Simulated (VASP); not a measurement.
# Bi2Se3 (R-3m) in VASP: single point with PBE

Aim: the single point of Bi2Se3 with PBE.

Everything below comes from runs of VASP 6.6.1. Logs are shortened: lines on timing, memory, paths and dates and some standing lists are left out, and cuts for length are marked.

## (1) The cell of the first run

The structure is trigonal, space group R-3m (No. 166). Conventional cell: a = 4.146 Å, b = 4.146 Å, c = 28.598 Å, α = 90.00°, β = 90.00°, γ = 120.00°. Bi (site symmetry 3m) has 6 Se at 2.86 to 3.07 Å within 3.8 Å. Se (site symmetry -3m) has 6 Bi at 3.07 Å and 12 Se at 4.15 to 4.24 Å within 4.3 Å. Se (site symmetry 3m) has 3 Bi at 2.86 Å and 3 Se at 3.49 Å within 3.8 Å.

## (2) Single point, PBE

Contents of INCAR:

```
SYSTEM = Bi2Se3
  PREC = Accurate
  ENCUT = 500
  EDIFF = 1E-6
  ISMEAR = 0
  SIGMA = 0.05
  LREAL = .FALSE.
  LASPH = .TRUE.
  NELM = 120
  ALGO = Normal
  ISIF = 2
  LWAVE = .FALSE.
  LCHARG = .FALSE.
  GGA = PE
  NBANDS = 32
  GGA_COMPAT = .FALSE.
```

Contents of KPOINTS:

```
regular mesh
0
G
  8 8 8
  0 0 0
```

Contents of POSCAR:

```
Bi2Se3
1.0
    2.0728848883      1.1967806482      9.5325831758
   -2.0728848883      1.1967806482      9.5325831758
    0.0000000000     -2.3935612965      9.5325831758
Bi Se
2 3
Direct
    0.4006851794      0.4006851794      0.4006851794
    0.5993148206      0.5993148206      0.5993148206
    0.0000000000      0.0000000000      0.0000000000
    0.2109664759      0.2109664759      0.2109664759
    0.7890335241      0.7890335241      0.7890335241
```

Potentials or basis: VASP PAW PBE potentials, release 64 (Bi_d, Se).

Launch:

```console
$ cat potpaw_PBE.64/Bi_d/POTCAR potpaw_PBE.64/Se/POTCAR > POTCAR
$ mpirun -np 1 vasp_std > vasp.out
```

OUTCAR:

```text
SYSTEM = Bi2Se3
   PREC = Accurate
   ENCUT = 500
   EDIFF = 1E-6
   ISMEAR = 0
   LREAL = .FALSE.
   LASPH = .TRUE.
   NELM = 120
   ISIF = 2
   GGA = PE

 ion  position               nearest neighbor table
   1  0.401  0.401  0.401-   5 2.86   5 2.86   5 2.86   3 3.07   3 3.07   3 3.07
   2  0.599  0.599  0.599-   4 2.86   4 2.86   4 2.86   3 3.07   3 3.07   3 3.07
   3  0.000  0.000  0.000-   2 3.07   1 3.07   2 3.07   2 3.07   1 3.07   1 3.07
   4  0.211  0.211  0.211-   2 2.86   2 2.86   2 2.86
   5  0.789  0.789  0.789-   1 2.86   1 2.86   1 2.86

  LATTYP: Found a trigonal (rhomboedric) cell.
 ALAT       =     9.8284931543
 COS(alpha) =     0.9110376006

  Lattice vectors:

 A1 = (   2.0728848883,   1.1967806482,   9.5325831758)
 A2 = (  -2.0728848883,   1.1967806482,   9.5325831758)
 A3 = (   0.0000000000,  -2.3935612965,   9.5325831758)

Analysis of symmetry for initial positions (statically):
=====================================================================
 Subroutine PRICEL returns:
 Original cell was already a primitive cell.

 Routine SETGRP: Setting up the symmetry group for a
 trigonal (rhombohedral) supercell.

 Subroutine GETGRP returns: Found 12 space group operations
 (whereof 12 operations were pure point group operations)
 out of a pool of 12 trial point group operations.

The static configuration has the point symmetry D_3d.

Analysis of symmetry for dynamics (positions and initial velocities):
=====================================================================
 Subroutine PRICEL returns:
 Original cell was already a primitive cell.

 Routine SETGRP: Setting up the symmetry group for a
 trigonal (rhombohedral) supercell.

 Subroutine GETGRP returns: Found 12 space group operations
 (whereof 12 operations were pure point group operations)
 out of a pool of 12 trial point group operations.

The dynamic configuration has the point symmetry D_3d.

 Subroutine INISYM returns: Found 12 space group operations
 (whereof 12 operations are pure point group operations),
 and found     1 'primitive' translations

----------------------------------------------------------------------------------------

                                     Primitive cell

  volume of cell :     141.8899

  direct lattice vectors                    reciprocal lattice vectors
     2.072884888  1.196780648  9.532583176     0.241209728  0.139262501  0.034967787
[... 92 lines left out ...]
   EDIFF  = 0.1E-05   stopping-criterion for ELM
   LREAL  =      F    real-space projection
   EDIFFG = 0.1E-04   stopping-criterion for IOM
   NSW    =      0    number of steps for IOM
   IBRION =     -1    ionic relax: 0-MD 1-quasi-New 2-CG
   NFREE  =      0    steps in history (QN), initial steepest desc. (CG)
   ISIF   =      2    stress and relaxation
   ISYM   =      2    0-nonsym 1-usesym 2-fastsym
   POTIM  = 0.5000    time-step for ionic-motion
   TEBEG  =    0.0;   TEEND  =   0.0 temperature during run
   PSTRESS=    0.0 pullay stress
   NELECT =      48.0000    total number of electrons
   NUPDOWN=      -1.0000    fix difference up-down
   EMIN   =  10.00;   EMAX   =-10.00  energy-range for DOS
   EFERMI =   0.00;   METHOD = LEGACY
   ISMEAR =     0;   SIGMA  =   0.05  broadening in eV -4-tet -1-fermi 0-gaus
   EFERMI_NEDOS =   21; number of points for ismear=-14 and -15
   IALGO  =     38    algorithm
   IMIX   =      4    mixing-type and parameters
     AMIX     =   0.40;   BMIX     =  1.00
     AMIX_MAG =   1.60;   BMIX_MAG =  1.00
  volume/ion in A,a.u.               =      28.38       191.50
  Fermi-wavevector in a.u.,A,eV,Ry     =   1.140700  2.155610 17.703848  1.301196
  Thomas-Fermi vector in A             =   2.277401
   LORBIT       =      0    0 simple, 1 ext, 2 COOP (PROOUT), +10 PAW based schemes
   GGA     = PE    functional components
   LHFCALC =     F    Hartree Fock is set to
   AEXX    =    0.0000 exact exchange contribution
   IVDW    =     0    specifies the selected vdW correction
   LEPSILON=     F    determine dielectric tensor
   LRPA    =     F    only Hartree local field effects (RPA)
 non-spin polarized calculation
 Gauss-broadening in eV      SIGMA  =   0.05
  energy-cutoff  :      500.00
  volume of cell :      141.89
 maximum number of plane-waves:      3627
   NGX = 35   NGY = 35   NGZ = 35

 number of electron      48.0000002 magnetization

 Free energy of the ion-electron system (eV)
  ---------------------------------------------------
  ext. energy  EPLUGINS =         0.00000000
  ---------------------------------------------------
  free energy    TOTEN  =       -20.15949510 eV

  energy without entropy =      -20.15949159  energy(sigma->0) =      -20.15949335

 E-fermi :   5.0917     XC(G=0):  -9.5046

 val. band max:        4.9988273941   @ k =   0.0000   0.0000   0.0000
 cond. band min:       5.1844825560   @ k =   0.0000   0.0000   0.0000
 fundamental gap:      0.1856551619
 Fermi energy:         5.0916549987

 k-point     1 :       0.0000    0.0000    0.0000
  band No.  band energies     occupation
      1     -18.1595      2.00000
      2     -18.1595      2.00000
      3     -18.1578      2.00000
      4     -18.1578      2.00000
      5     -18.1520      2.00000
      6     -18.1494      2.00000
[... 829 lines left out ...]
     31       9.6095      0.00000
     32      11.2882      0.00000

 [... further k-points ...]

------------------------ aborting loop because EDIFF is reached ----------------------------------------

  FORCE on cell =-STRESS in cart. coord.  units (eV):
  Direction    XX          YY          ZZ          XY          YZ          ZX
  --------------------------------------------------------------------------------------
  -------------------------------------------------------------------------------------
  Total        1.9474811      1.9474811      1.9226659      0.0000000     -0.0000000     -0.0000000
  in kB       21.9903553     21.9903553     21.7101495      0.0000000     -0.0000000     -0.0000000
  external PRESSURE =      21.8969534 kB  Pullay stress =       0.0000000 kB

 VOLUME and BASIS-vectors are now :
 -----------------------------------------------------------------------------
  energy-cutoff  :      500.00
  volume of cell :      141.89
      direct lattice vectors                 reciprocal lattice vectors
     2.072884888  1.196780648  9.532583176     0.241209728  0.139262501  0.034967787
    -2.072884888  1.196780648  9.532583176    -0.241209728  0.139262501  0.034967787
     0.000000000 -2.393561297  9.532583176     0.000000000 -0.278525003  0.034967787

 POSITION                                       TOTAL-FORCE (eV/Angst)
 -----------------------------------------------------------------------------------
      0.00000     -0.00000     11.45869         0.000000      0.000000     -0.009178
      0.00000     -0.00000     17.13906         0.000000     -0.000000      0.009178
      0.00000      0.00000      0.00000         0.000000      0.000000      0.000000
      0.00000     -0.00000      6.03317         0.000000      0.000000     -0.011801
      0.00000     -0.00000     22.56458         0.000000     -0.000000      0.011801
 -----------------------------------------------------------------------------------
    total drift:                               -0.000000      0.000000      0.000000

  FREE ENERGIE OF THE ION-ELECTRON SYSTEM (eV)
  ---------------------------------------------------
  free  energy   TOTEN  =       -20.1594950999 eV

  energy  without entropy=      -20.1594915905  energy(sigma->0) =      -20.15949335
```

Wall time 34 min (1 thread of Oxide Virtual Turin-like, shared host); peak memory 0.79 GiB.

Results:

| Quantity | Value |
| --- | --- |
| Free energy | -20.1595 eV |
| Pressure | 2.2 GPa |
| Largest force | 0.012 eV/Å |
| Band gap on the k mesh | 0.19 eV |

Forces on the atoms (eV/Å):
```
Bi   0.000  0.000 -0.009
Bi   0.000  0.000  0.009
Se   0.000  0.000  0.000
Se   0.000  0.000 -0.012
Se   0.000  0.000  0.012
```

Levels at points of the mesh, in eV from the valence-band top:
| k point | band 22 | band 23 | band 24 | band 25 | band 26 | band 27 |
| --- | --- | --- | --- | --- | --- | --- |
| (0.00, 0.00, 0.00) | -1.23 | -1.23 | 0.00 | 0.19 | 1.34 | 1.34 |
| (0.50, 0.00, 0.00) | -2.23 | -1.25 | -0.56 | 0.80 | 1.83 | 2.96 |
| (0.50, 0.50, 0.00) | -1.91 | -1.70 | -1.02 | 1.30 | 1.92 | 2.53 |
| (0.50, 0.50, 0.50) | -1.43 | -1.43 | -0.51 | 0.67 | 1.66 | 1.66 |

Caveat: spin-orbit coupling is left out, which moves the levels of the heavy elements.
